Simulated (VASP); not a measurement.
Write the native input for VASP 6.6.1 that does the following.

```
Task                   : relaxation of cell and atoms
Functional             : RPBE
Dispersion             : D3(BJ)
Potentials or basis    : VASP PAW PBE potentials, release 64 (Li_sv)
Cutoff                 : 600 eV
k mesh                 : 11 × 11 × 11
Occupations            : fermi-dirac, width 0.05 eV
Spin                   : no spin polarisation
Dipole correction      : no
Further INCAR settings : ALGO = Normal; EDIFF = 1e-06; IBRION = 2; EDIFFG = -0.01; NSW = 60; ISIF = 3
```

The structure of Li lies in POSCAR:

```
Li
1.0
   -1.7546500000      1.7546500000      1.7546500000
    1.7546500000     -1.7546500000      1.7546500000
    1.7546500000      1.7546500000     -1.7546500000
Li
1
Direct
    0.0000000000      0.0000000000      0.0000000000
```

These files were run (other wordings do the same):

INCAR

```
SYSTEM = Li
PREC = Accurate ; ENCUT = 600
EDIFF = 1E-6 ; ISMEAR = -1
SIGMA = 0.05 ; LREAL = .FALSE.
LASPH = .TRUE. ; NELM = 60
ALGO = Normal ; ISIF = 3
LWAVE = .FALSE. ; LCHARG = .FALSE.
GGA = RP ; IVDW = 12
IBRION = 2 ; NSW = 60
EDIFFG = -0.01
```

KPOINTS

```
Automatic mesh
0
G
  11 11 11
  0 0 0
```

Potentials or basis: VASP PAW PBE potentials, release 64 (Li_sv).

Launch:

```bash
$ cat potpaw_PBE.64/Li_sv/POTCAR > POTCAR
$ mpirun -np 1 vasp_std > vasp.out
```

It gave:

| Property | Result |
| --- | --- |
| Relaxed volume | 11.94 Å³/atom |
| Relaxed cell | a = 2.494 Å, b = 2.494 Å, c = 2.494 Å, α = 109.47°, β = 109.47°, γ = 109.47° |
| Space group after relaxing (to 0.05 Å) | Im-3m (No. 229) |
| Energy gained by relaxing | 393.0 meV/atom |
| Ionic steps | 5 |
| Pressure after relaxing | -0.1 GPa |
| Dispersion energy per atom | -1.389 eV |

Caveat: the cutoff is under 1.25 times the usual one of these potentials, so pressure, stress and relaxed cells hold a basis-set (Pulay) error; the volume moved by over 15 % at a fixed basis, so the end points are rough; the PAW data sets were made with another functional, which shifts forces and pressure a little; the volume moved by -45 % from the deposited cell, more than functionals usually miss; pairwise dispersion overbinds metals, which lowers pressure and volume.

It took 9 s on 1 thread of Intel(R) Xeon(R) Platinum 8488C (Sapphire Rapids) (shared host), peak memory 0.14 GiB.
